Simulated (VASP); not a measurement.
# MgW in VASP: single point with PBEsol

Aim: the single point of MgW with PBEsol.

Everything below comes from runs of VASP 6.6.1. Logs are shortened: lines on timing, memory, paths and dates and some standing lists are left out, and cuts for length are marked.

### 1 The cell of the first run

The typed cell holds 4 atoms: a = 4.811 Å, b = 3.132 Å, c = 4.433 Å, α = 90.00°, β = 90.00°, γ = 90.00°.

### 2 Single point, PBEsol

INCAR

```
PREC = Accurate ; ENCUT = 520
EDIFF = 1E-6 ; ISMEAR = 0
SIGMA = 0.1 ; LREAL = F
LASPH = T ; NELM = 80
ALGO = Fast ; ISIF = 2
LWAVE = F ; LCHARG = T
GGA = PS ; LELF = T
LVHAR = T ; NBANDS = 24
```

KPOINTS

```
regular mesh
0
Gamma
  4 4 4
```

POSCAR

```
MgW
1.0
    4.8104978165      0.0000000000      0.0149345708
    0.0000000000      3.1315800322      0.0000000000
   -0.0134300458      0.0000000000      4.4329627958
Mg W
2 2
Direct
    0.5000000000      0.2499181968      0.7500000000
    0.5000000000      0.7500818032      0.2500000000
    0.0000000000      0.7487780992      0.7500000000
    0.0000000000      0.2512219008      0.2500000000
```

Potentials or basis: VASP PAW PBE potentials, release 64 (Mg, W_sv).

On the command line:

```sh
$ cat potpaw_PBE.64/Mg/POTCAR potpaw_PBE.64/W_sv/POTCAR > POTCAR
$ mpirun -np 1 vasp_std > vasp.out
```

OUTCAR:

```text
PREC = Accurate
   ENCUT = 520
   EDIFF = 1E-6
   ISMEAR = 0
   LREAL = F
   LASPH = T
   NELM = 80
   ISIF = 2
   GGA = PS

 ion  position               nearest neighbor table
   1  0.500  0.250  0.750-   2 2.71   2 2.71   2 2.71   2 2.71   3 2.87   3 2.87   3 2.87   3 2.87
                             4 3.27   4 3.27   4 3.27   4 3.27
   2  0.500  0.750  0.250-   1 2.71   1 2.71   1 2.71   1 2.71   4 2.87   4 2.87   4 2.87   4 2.87
                             3 3.27   3 3.27   3 3.27   3 3.27
   3  0.000  0.749  0.750-   4 2.71   4 2.71   4 2.72   4 2.72   1 2.87   1 2.87   1 2.87   1 2.87
                             2 3.27   2 3.27   2 3.27   2 3.27
   4  0.000  0.251  0.250-   3 2.71   3 2.71   3 2.72   3 2.72   2 2.87   2 2.87   2 2.87   2 2.87
                             1 3.27   1 3.27   1 3.27   1 3.27

  LATTYP: Found a simple monoclinic cell.
 ALAT       =     4.4329831395
 B/A-ratio  =     0.7064272373
 C/A-ratio  =     1.0851656431
 COS(beta)  =    -0.0000749915

  Lattice vectors:

 A1 = (  -0.0134300458,   0.0000000000,   4.4329627958)
 A2 = (   0.0000000000,   3.1315800322,   0.0000000000)
 A3 = (  -4.8104978165,   0.0000000000,  -0.0149345708)

Analysis of symmetry for initial positions (statically):
=====================================================================
 Subroutine PRICEL returns:
 Original cell was already a primitive cell.

 Routine SETGRP: Setting up the symmetry group for a
 simple monoclinic supercell.

 Subroutine GETGRP returns: Found  4 space group operations
 (whereof  2 operations were pure point group operations)
 out of a pool of  4 trial point group operations.

The static configuration has the point symmetry S_2 .
 The point group associated with its full space group is C_2h.

Analysis of symmetry for dynamics (positions and initial velocities):
=====================================================================
 Subroutine PRICEL returns:
 Original cell was already a primitive cell.

 Routine SETGRP: Setting up the symmetry group for a
 simple monoclinic supercell.

 Subroutine GETGRP returns: Found  4 space group operations
 (whereof  2 operations were pure point group operations)
 out of a pool of  4 trial point group operations.

The dynamic configuration has the point symmetry S_2 .
 The point group associated with its full space group is C_2h.

 Subroutine INISYM returns: Found  4 space group operations
 (whereof  2 operations are pure point group operations),
 and found     1 'primitive' translations

----------------------------------------------------------------------------------------

                                     Primitive cell

  volume of cell :      66.7808

  direct lattice vectors                    reciprocal lattice vectors
     4.810497816  0.000000000  0.014934571     0.207876738  0.000000000  0.000629781
     0.000000000  3.131580032  0.000000000     0.000000000  0.319327620  0.000000000
    -0.013430046  0.000000000  4.432962796    -0.000700333  0.000000000  0.225580642

  length of vectors
     4.810520999  3.131580032  4.432983139     0.207877692  0.319327620  0.225581729

  position of ions in fractional coordinates (direct lattice)
     0.500000000  0.249918197  0.750000000
     0.500000000  0.750081803  0.250000000
     0.000000000  0.748778099  0.750000000
     0.000000000  0.251221901  0.250000000

  ion indices of the primitive-cell ions
   primitive index   ion index
                 1           1
                 2           2
                 3           3
                 4           4

----------------------------------------------------------------------------------------

 KPOINTS: regular mesh

Automatic generation of k-mesh.
 Grid dimensions read from file:
 generate k-points for:    4    4    4

 Generating k-lattice:

  Cartesian coordinates                     Fractional coordinates (reciprocal lattice)
     0.051969185  0.000000000  0.000157445     0.250000000  0.000000000  0.000000000
     0.000000000  0.079831905  0.000000000     0.000000000  0.250000000  0.000000000
    -0.000175083  0.000000000  0.056395161     0.000000000  0.000000000  0.250000000

  Length of vectors
     0.051969423  0.079831905  0.056395432

  Shift w.r.t. Gamma in fractional coordinates (k-lattice)
     0.000000000  0.000000000  0.000000000

 Subroutine IBZKPT returns following result:
 ===========================================

 Found     30 irreducible k-points:

 Following reciprocal coordinates:
            Coordinates               Weight
  0.000000  0.000000  0.000000      1.000000
  0.250000  0.000000  0.000000      2.000000
  0.500000  0.000000  0.000000      1.000000
  0.000000  0.250000  0.000000      2.000000
  0.250000  0.250000  0.000000      4.000000
  0.500000  0.250000  0.000000      2.000000
[... 16 lines left out ...]
  0.250000  0.000000  0.500000      2.000000
  0.500000  0.000000  0.500000      1.000000
 [... further k-points ...]
   k-points           NKPTS =     30   k-points in BZ     NKDIM =     30   number of bands    NBANDS=     24
   number of dos      NEDOS =    301   number of ions     NIONS =      4
   total plane-waves  NPLWV =  31104
   dimension x,y,z NGX =    36 NGY =   24 NGZ =   36
   dimension x,y,z NGXF=    72 NGYF=   48 NGZF=   72
   ions per type =               2   2
   NGX,Y,Z   is equivalent  to a cutoff of  12.44, 12.74, 13.50 a.u.
   NGXF,Y,Z  is equivalent  to a cutoff of  24.88, 25.48, 27.00 a.u.
 SYSTEM =  unknown system
   PREC   = accura    normal or accurate (medium, high low for compatibility)
   ISTART =      0    job   : 0-new  1-cont  2-samecut
   ICHARG =      2    charge: 1-file 2-atom 10-const
   ISPIN  =      1    spin polarized calculation?
   LNONCOLLINEAR =      F non collinear calculations
   LSORBIT =      F    spin-orbit coupling
   LASPH  =      T    aspherical Exc in radial PAW
   ENCUT  =  520.0 eV  38.22 Ry    6.18 a.u.   8.94  5.82  8.24*2*pi/ulx,y,z
   NELM   =     80;   NELMIN=  2; NELMDL= -5     # of ELM steps
   EDIFF  = 0.1E-05   stopping-criterion for ELM
   LREAL  =      F    real-space projection
   EDIFFG = 0.1E-04   stopping-criterion for IOM
   NSW    =      0    number of steps for IOM
   IBRION =     -1    ionic relax: 0-MD 1-quasi-New 2-CG
   NFREE  =      0    steps in history (QN), initial steepest desc. (CG)
   ISIF   =      2    stress and relaxation
   ISYM   =      2    0-nonsym 1-usesym 2-fastsym
   POTIM  = 0.5000    time-step for ionic-motion
   TEBEG  =    0.0;   TEEND  =   0.0 temperature during run
   PSTRESS=    0.0 pullay stress
   NELECT =      32.0000    total number of electrons
   NUPDOWN=      -1.0000    fix difference up-down
   EMIN   =  10.00;   EMAX   =-10.00  energy-range for DOS
   EFERMI =   0.00;   METHOD = LEGACY
   ISMEAR =     0;   SIGMA  =   0.10  broadening in eV -4-tet -1-fermi 0-gaus
   EFERMI_NEDOS =   21; number of points for ismear=-14 and -15
   IALGO  =     68    algorithm
   IMIX   =      4    mixing-type and parameters
     AMIX     =   0.40;   BMIX     =  1.00
     AMIX_MAG =   1.60;   BMIX_MAG =  1.00
  volume/ion in A,a.u.               =      16.70       112.66
  Fermi-wavevector in a.u.,A,eV,Ry     =   1.281074  2.420879 22.329213  1.641151
  Thomas-Fermi vector in A             =   2.413465
   LORBIT       =      0    0 simple, 1 ext, 2 COOP (PROOUT), +10 PAW based schemes
   GGA     = PS    functional components
   LHFCALC =     F    Hartree Fock is set to
   AEXX    =    0.0000 exact exchange contribution
   IVDW    =     0    specifies the selected vdW correction
   LEPSILON=     F    determine dielectric tensor
   LRPA    =     F    only Hartree local field effects (RPA)
 non-spin polarized calculation
 RMM-DIIS sequential band-by-band and
 Gauss-broadening in eV      SIGMA  =   0.10
  energy-cutoff  :      520.00
  volume of cell :       66.78
 maximum number of plane-waves:      1832
   NGX = 17   NGY = 11   NGZ = 17

 number of electron      32.0000003 magnetization

 Free energy of the ion-electron system (eV)
  ---------------------------------------------------
  ext. energy  EPLUGINS =         0.00000000
  ---------------------------------------------------
  free energy    TOTEN  =       -29.08232507 eV

  energy without entropy =      -29.06662548  energy(sigma->0) =      -29.07447528

 E-fermi :   6.8422     XC(G=0): -11.5629

 val. band max:        6.8310403529   @ k =   0.0000   0.5000   0.0000
 cond. band min:       6.8497121193   @ k =   0.5000   0.0000   0.5000
 fundamental gap:      0.0186717665
 Fermi energy:         6.8422474375

 k-point     1 :       0.0000    0.0000    0.0000
  band No.  band energies     occupation
      1     -66.7858      2.00000
      2     -66.6549      2.00000
      3     -31.4490      2.00000
      4     -31.1121      2.00000
      5     -31.0179      2.00000
      6     -30.9007      2.00000
[... 16 lines left out ...]
     23      14.1982      0.00000
     24      14.2390      0.00000

 k-point     2 :       0.2500    0.0000    0.0000
  band No.  band energies     occupation
      1     -66.7857      2.00000
      2     -66.6549      2.00000
      3     -31.4490      2.00000
      4     -31.1134      2.00000
      5     -31.0179      2.00000
      6     -30.9014      2.00000
[... 16 lines left out ...]
     23      12.9449      0.00000
     24      13.3710      0.00000

 k-point     3 :       0.5000    0.0000    0.0000
  band No.  band energies     occupation
      1     -66.7857      2.00000
      2     -66.6550      2.00000
      3     -31.4489      2.00000
      4     -31.1147      2.00000
      5     -31.0180      2.00000
      6     -30.9021      2.00000
[... 16 lines left out ...]
     23      13.3717      0.00000
     24      13.6081      0.00000
[... 514 lines left out ...]
 k-point    23 :       0.2500    0.0000    0.5000
  band No.  band energies     occupation
      1     -66.7206      2.00000
      2     -66.7206      2.00000
      3     -31.0081      2.00000
      4     -31.0081      2.00000
      5     -30.8791      2.00000
      6     -30.8791      2.00000
[... 16 lines left out ...]
     23      14.2070      0.00000
     24      14.2080      0.00000

 k-point    24 :       0.5000    0.0000    0.5000
  band No.  band energies     occupation
      1     -66.7206      2.00000
      2     -66.7206      2.00000
      3     -31.0091      2.00000
      4     -31.0091      2.00000
      5     -30.8790      2.00000
      6     -30.8790      2.00000
[... 16 lines left out ...]
     23      15.7635      0.00000
     24      15.7635      0.00000

 [... further k-points ...]
[... 5 lines left out ...]
  --------------------------------------------------------------------------------------
  -------------------------------------------------------------------------------------
  Total       -0.0099216      0.0987973      0.2991967      0.0000000      0.0000000     -0.0014778
  in kB       -0.2380357      2.3703036      7.1782024      0.0000000      0.0000000     -0.0354544
  external PRESSURE =       3.1034901 kB  Pullay stress =       0.0000000 kB

 VOLUME and BASIS-vectors are now :
 -----------------------------------------------------------------------------
  energy-cutoff  :      520.00
  volume of cell :       66.78
      direct lattice vectors                 reciprocal lattice vectors
     4.810497816  0.000000000  0.014934571     0.207876738  0.000000000  0.000629781
     0.000000000  3.131580032  0.000000000     0.000000000  0.319327620  0.000000000
    -0.013430046  0.000000000  4.432962796    -0.000700333  0.000000000  0.225580642

 POSITION                                       TOTAL-FORCE (eV/Angst)
 -----------------------------------------------------------------------------------
      2.39518      0.78264      3.33219         0.000000     -0.000185     -0.000000
      2.40189      2.34894      1.11571         0.000000      0.000185      0.000000
     -0.01007      2.34486      3.32472         0.000000      0.009496      0.000000
     -0.00336      0.78672      1.10824        -0.000000     -0.009496     -0.000000
 -----------------------------------------------------------------------------------
    total drift:                                0.000000      0.000000      0.000000

  FREE ENERGIE OF THE ION-ELECTRON SYSTEM (eV)
  ---------------------------------------------------
  free  energy   TOTEN  =       -29.0823250739 eV

  energy  without entropy=      -29.0666254799  energy(sigma->0) =      -29.07447528
```

Run time: 39 s. Hardware: 1 thread of Intel Xeon Platinum 8488C (Sapphire Rapids), shared host; peak memory 0.19 GiB.

What came out:

```
Free energy            : -29.0823 eV
Pressure               : 0.3 GPa
Largest force          : 0.009 eV/Å
Band gap on the k mesh : zero (band 16 reaches 7.59 eV, above the bottom of band 17 at 6.56 eV)
```

Forces in eV/Å, atoms in the order of the input:
```
Mg   0.000  0.000  0.000
Mg   0.000  0.000  0.000
W    0.000  0.009  0.000
W    0.000 -0.009  0.000
```

Caveat: the k points lie up to 0.50 Å⁻¹ apart; the PAW data sets were made with another functional, which shifts forces and pressure a little; spin-orbit coupling is left out, which moves the levels of the heavy elements.
